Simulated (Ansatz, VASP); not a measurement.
# HfZr3S8: VASP beside Ansatz

```
Zr Hf S
1.0
     3.67634    0.00000    0.00000
    -1.83817    3.18380    0.00000
     0.00000    0.00000   27.14134
Zr Hf S
3 1 8
Direct
  0.00000 0.00000 0.00000
  0.00000 0.00000 0.24920
  0.00000 0.00000 0.75080
  0.00000 0.00000 0.50000
  0.66667 0.33333 0.19567
  0.66667 0.33333 0.44711
  0.66667 0.33333 0.69727
  0.66667 0.33333 0.94647
  0.33333 0.66667 0.05353
  0.33333 0.66667 0.30273
  0.33333 0.66667 0.55289
  0.33333 0.66667 0.80433
```

Alike in both runs: task single point; functional r2SCAN; k mesh 12 × 12 × 1; occupations gaussian, width 0.02 eV; no spin polarisation.

```csv
,VASP,Ansatz
version,VASP 6.6.1,Ansatz 0.2.0
potentials or method,"VASP PAW PBE potentials, release 64 (Zr_sv, Hf_pv, S), cutoff 520 eV","scalar-relativistic, plane waves, PAW"
valence electrons in the cell,94,110
```

|  | VASP | Ansatz | Ansatz less VASP |
| --- | --- | --- | --- |
| gap on the k mesh at the Fermi level (eV) | 1.45 | 1.45 | +0.001 |
| least direct gap on the mesh (eV) | 2.02 | 2.01 | -0.005 |
| pressure (GPa) | -0.8 | -0.6 | +0.19 |
| traceless stress, the component that is largest in VASP (GPa) | -0.53 | -0.57 | -0.044 |
| rms of the force components (eV/Å) | 0.068 | 0.053 | -0.0157 |

VASP's potentials were made for PBE, not for r2SCAN. Atom by atom the forces differ by 0.020 eV/Å (rms over components). With one functional, cell and mesh, what is left measures potentials, basis and numerics. VASP's potentials hold 94 valence electrons a cell and Ansatz's 110, so a difference there can come from the potentials and not from the codes.

Spin-orbit coupling is off throughout.
